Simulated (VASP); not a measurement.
# CaO (dq13) (Fm-3m) in VASP: a series of runs, part 2 of 2

VASP 6.6.1.

### Step 3. Single point, LDA

This run uses another cell than the first one, of 13.04 Å³/atom, 0.997 times its volume.

The input, INCAR:

```
PREC = Accurate
ENCUT = 600
EDIFF = 1E-6
ISMEAR = 0
SIGMA = 0.02
LREAL = F
LASPH = T
NELM = 120
ALGO = Normal
ISIF = 2
LWAVE = F
LCHARG = F
NBANDS = 15
GGA_COMPAT = F
```

The input, KPOINTS:

```
regular mesh
0
Gamma
  8 8 8
```

The input, POSCAR:

```
CaO
1.0
    0.0000000000      2.3537266193      2.3537266193
    2.3537266193      0.0000000000      2.3537266193
    2.3537266193      2.3537266193      0.0000000000
Ca O
1 1
Direct
    0.0000000000      0.0000000000      0.0000000000
    0.5000000000      0.5000000000      0.5000000000
```

Potentials or basis: VASP PAW LDA potentials, release 64 (Ca_sv, O).

Command:

```bash
> cat potpaw_LDA.64/Ca_sv/POTCAR potpaw_LDA.64/O/POTCAR > POTCAR
> mpirun -np 1 vasp_std > vasp.out
```

Run time: 25 s. Hardware: 1 thread of Intel Xeon 8259CL, shared host; peak memory 0.15 GiB.

It converged, with:

* Free energy: -14.2230 eV
* Pressure: 0.9 GPa
* Band gap on the k mesh: 3.42 eV, indirect (least direct gap 3.78 eV)

Levels at points of the mesh, in eV from the valence-band top:
```tsv
k point	band 6	band 7	band 8	band 9	band 10	band 11
(0.00, 0.00, 0.00)	0.00	0.00	0.00	5.09	6.25	6.25
(0.50, 0.00, 0.00)	-2.86	-1.36	-1.36	7.25	8.65	8.65
(0.50, 0.50, 0.00)	-1.27	-0.36	-0.36	3.42	8.49	9.23
```

A k mesh can miss the band edges. A hybrid or GW would open this gap; LDA tends to underestimate it.

### Step 4. Relaxation of cell and atoms, LDA

The input, INCAR:

```
SYSTEM = CaO
PREC = Accurate ; ENCUT = 600
EDIFF = 1E-7 ; ISMEAR = 0
SIGMA = 0.02 ; LREAL = .False.
LASPH = .True. ; NELM = 120
ALGO = Normal ; ISIF = 3
LWAVE = .False. ; LCHARG = .False.
GGA = CA ; IBRION = 2
NSW = 100 ; EDIFFG = -0.002
GGA_COMPAT = .False. ; NELMIN = 4
```

The input, KPOINTS:

```
Automatic mesh
0
Gamma
  8 8 8
  0 0 0
```

The input, POSCAR:

```
CaO
1.0
    0.0000000000      2.3557358149      2.3557358149
    2.3557358149      0.0000000000      2.3557358149
    2.3557358149      2.3557358149      0.0000000000
Ca O
1 1
Direct
    0.0000000000      0.0000000000      0.0000000000
    0.5000000000      0.5000000000      0.5000000000
```

Potentials or basis: VASP PAW LDA potentials, release 64 (Ca_sv, O).

Command:

```bash
> cat potpaw_LDA.64/Ca_sv/POTCAR potpaw_LDA.64/O/POTCAR > POTCAR
> mpirun -np 1 vasp_std > vasp.out
```

OUTCAR:

```text
SYSTEM = CaO
   PREC = Accurate
   ENCUT = 600
   EDIFF = 1E-7
   ISMEAR = 0
   LREAL = .False.
   LASPH = .True.
   NELM = 120
   ISIF = 3
   GGA = CA
   IBRION = 2
   NSW = 100
   EDIFFG = -0.002
   NELMIN = 4

 ion  position               nearest neighbor table
   1  0.000  0.000  0.000-   2 2.36   2 2.36   2 2.36   2 2.36   2 2.36   2 2.36
   2  0.500  0.500  0.500-   1 2.36   1 2.36   1 2.36   1 2.36   1 2.36   1 2.36

  LATTYP: Found a face centered cubic cell.
 ALAT       =     4.7114716298

  Lattice vectors:

 A1 = (   0.0000000000,   2.3557358149,   2.3557358149)
 A2 = (   2.3557358149,   0.0000000000,   2.3557358149)
 A3 = (   2.3557358149,   2.3557358149,   0.0000000000)

Analysis of symmetry for initial positions (statically):
=====================================================================
 Subroutine PRICEL returns:
 Original cell was already a primitive cell.

 Routine SETGRP: Setting up the symmetry group for a
 face centered cubic supercell.

 Subroutine GETGRP returns: Found 48 space group operations
 (whereof 48 operations were pure point group operations)
 out of a pool of 48 trial point group operations.

The static configuration has the point symmetry O_h .

Analysis of symmetry for dynamics (positions and initial velocities):
[... 169 lines left out ...]
  in kB        5.3853420      5.3853420      5.3853420     -0.0000000      0.0000000     -0.0000000
  external PRESSURE =       5.3853420 kB  Pullay stress =       0.0000000 kB
[... 59 lines left out ...]
--------------------------------------- Ionic step        3  -------------------------------------------

 number of electron      15.9999998 magnetization

 Free energy of the ion-electron system (eV)
  ---------------------------------------------------
  ext. energy  EPLUGINS =         0.00000000
  ---------------------------------------------------
  free energy    TOTEN  =       -14.22359199 eV

  energy without entropy =      -14.22359199  energy(sigma->0) =      -14.22359199

 E-fermi :   2.4751     XC(G=0): -11.3056

 val. band max:        2.3452786110   @ k =   0.0000   0.0000   0.0000
 cond. band min:       5.7705034946   @ k =   0.5000   0.5000   0.0000
 fundamental gap:      3.4252248836
 Fermi energy:         2.4750700448

 k-point     1 :       0.0000    0.0000    0.0000
  band No.  band energies     occupation
      1     -34.5009      2.00000
      2     -15.5000      2.00000
      3     -15.5000      2.00000
      4     -15.5000      2.00000
      5     -12.9724      2.00000
      6       2.3453      2.00000
      7       2.3453      2.00000
      8       2.3453      2.00000
      9       7.3734      0.00000
     10       8.5806      0.00000
     11       8.5806      0.00000
     12       8.5806      0.00000
[... 331 lines left out ...]
 k-point    24 :      -0.3750    0.2500    0.1250
  band No.  band energies     occupation
      1     -34.3359      2.00000
      2     -16.6577      2.00000
      3     -15.8064      2.00000
      4     -15.6595      2.00000
      5     -11.8252      2.00000
      6       0.1536      2.00000
      7       1.1413      2.00000
      8       1.1857      2.00000
      9       9.2017      0.00000
     10       9.2717      0.00000
     11      11.3918      0.00000
     12      11.6858      0.00000

 [... further k-points ...]
[... 5 lines left out ...]
  --------------------------------------------------------------------------------------
  -------------------------------------------------------------------------------------
  Total        0.0000719      0.0000719      0.0000719     -0.0000000     -0.0000000      0.0000000
  in kB        0.0043896      0.0043896      0.0043896     -0.0000000     -0.0000000      0.0000000
  external PRESSURE =       0.0043896 kB  Pullay stress =       0.0000000 kB
[... 17 lines left out ...]
  FREE ENERGIE OF THE ION-ELECTRON SYSTEM (eV)
  ---------------------------------------------------
  free  energy   TOTEN  =       -14.2235919895 eV

  energy  without entropy=      -14.2235919895  energy(sigma->0) =      -14.22359199

 reached required accuracy - stopping structural energy minimisation
```

Wall time 60 s (1 thread of Intel Xeon 8259CL, shared host); peak memory 0.15 GiB.

What came out:

```
Free energy                            : -14.2236 eV
Relaxed volume                         : 13.13 Å³/atom
Relaxed cell                           : a = 3.336 Å, b = 3.336 Å, c = 3.336 Å, α = 60.00°, β = 60.00°, γ = 60.00°
Space group after relaxing (to 0.05 Å) : Fm-3m (No. 225)
Energy gained by relaxing              : 0.1 meV/atom
Ionic steps                            : 3
Pressure after relaxing                : 0.0 GPa
Band gap on the k mesh                 : 3.43 eV, indirect (least direct gap 3.79 eV)
```

Step by step:
```tsv
step	energy change (eV)	largest force (eV/Å)	pressure (GPa)	volume (Å³)
1	0.0000	0.0000	0.54	26.15
2	-0.0001	0.0000	-0.29	26.31
3	-0.0002	0.0000	0.00	26.25
```

Final structure:
```
Ca O
1.0
     0.00000    2.35897    2.35897
     2.35897    0.00000    2.35897
     2.35897    2.35897    0.00000
Ca O
1 1
Direct
  0.00000 0.00000 0.00000
  0.50000 0.50000 0.50000
```

Levels at points of the mesh, in eV from the valence-band top:
```
           k point  band 6  band 7  band 8  band 9  band 10  band 11
(0.00, 0.00, 0.00)    0.00    0.00    0.00    5.03     6.24     6.24
(0.50, 0.00, 0.00)   -2.85   -1.35   -1.35    7.21     8.61     8.61
(0.50, 0.50, 0.00)   -1.27   -0.36   -0.36    3.43     8.44     9.19
```

A k mesh can miss the band edges. As with any semilocal functional, this LDA gap is likely too small.

### Step 5. Summary

| task | cell | smearing | gap on the mesh (eV) | pressure (GPa) |
| --- | --- | --- | --- | --- |
| single point | a = 3.332 Å, angles 60.0°, 2 atoms | gaussian 0.1 eV | 3.42 | 0.6 |
| single point | a = 3.329 Å, angles 60.0°, 2 atoms | gaussian 0.02 eV | 3.42 | 0.9 |
| relaxation of cell and atoms | relaxed from a = 3.332 Å, angles 60.0°, 2 atoms | gaussian 0.02 eV | 3.43 | 0.0 |

Alike in all rows: level LDA; potentials or basis VASP PAW LDA potentials, release 64 (Ca_sv, O); no spin polarisation; k mesh 8 × 8 × 8; cutoff (eV) 600.

Total energies depend on the potentials used, so only differences within one code and one set of settings carry meaning.
